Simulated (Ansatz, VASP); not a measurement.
## Two plane-wave programs on BN

```xyz
4
Lattice="2.5539 0.0000 0.0000 -1.2770 2.2118 0.0000 0.0000 0.0000 4.2269" Properties=species:S:1:pos:R:3 pbc="T T T"
B     1.2770    0.7373    4.2257
B     0.0000    1.4745    2.1123
N     1.2770    0.7373    2.6430
N     0.0000    1.4745    0.5295
```

Alike in both runs: task single point; functional PBE; k mesh 6 × 6 × 4; no spin polarisation; Hubbard terms N p U = 7.0 eV.

|  | VASP | Ansatz |
| --- | --- | --- |
| version | VASP 6.6.1 | Ansatz 0.2.0 |
| potentials or method | VASP PAW PBE potentials, release 64 (B, N), cutoff 600 eV | scalar-relativistic, plane waves, PAW |
| occupations | gaussian, width 0.1 eV | gaussian |
| valence electrons in the cell | 16 | 16 |

```csv
,VASP,Ansatz,Ansatz less VASP
gap on the k mesh at the Fermi level (eV),5.10,5.87,+0.768
least direct gap on the mesh (eV),8.15,9.08,+0.925
pressure (GPa),3.4,-6.0,-9.36
"traceless stress, the component that is largest in VASP (GPa)",-0.14,-1.77,-1.631
rms of the force components (eV/Å),0.009,0.027,+0.0184
```

The programs project onto different local orbitals, so the same U acts differently, and such runs can settle in different states. Atom by atom the forces differ by 0.018 eV/Å (rms over components).

The k mesh is coarse, so the values compare programs but aren't converged.
